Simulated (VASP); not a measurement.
**C: single point with PBEsol**

C:

```
C
1.0
     0.00000    1.77173    1.77173
     1.77173    0.00000    1.77173
     1.77173    1.77173    0.00000
C
2
Cartesian
  1.7717 1.7717 1.7717
  2.6576 2.6576 2.6576
```

| Property | Result |
| --- | --- |
| Program | VASP 6.6.1 |
| Task | single point |
| Functional | PBEsol |
| Potentials or basis | VASP PAW PBE potentials, release 64 (C) |
| Cutoff | 520 eV |
| k mesh | 10 × 10 × 10 |
| Occupations | gaussian, width 0.01 eV |
| Spin | no spin polarisation |
| Dipole correction | no |
| Further INCAR settings | ALGO = Normal; EDIFF = 1e-06; NBANDS = 11 |

```
Pressure               : 5.1 GPa
Band gap on the k mesh : 4.08 eV, indirect (least direct gap 5.59 eV)
```

Levels at points of the mesh, in eV from the valence-band top:
| k point | band 1 | band 2 | band 3 | band 4 | band 5 | band 6 | band 7 | band 8 |
| --- | --- | --- | --- | --- | --- | --- | --- | --- |
| (0.00, 0.00, 0.00) | -21.79 | 0.00 | 0.00 | 0.00 | 5.59 | 5.59 | 5.59 | 13.82 |
| (0.50, 0.00, 0.00) | -15.84 | -13.69 | -2.86 | -2.86 | 8.47 | 8.47 | 9.11 | 15.66 |
| (0.50, 0.50, 0.00) | -12.92 | -12.92 | -6.46 | -6.46 | 4.64 | 4.64 | 17.09 | 17.09 |

It took 4 s on 1 thread of Intel(R) Xeon(R) Platinum 8375C CPU @ 2.90GHz (Ice Lake), on a shared host, peak memory 0.11 GiB.

Caveat: the PAW data sets were made with another functional, which shifts forces and pressure a little. As with any semilocal functional, this PBEsol gap is likely too small.
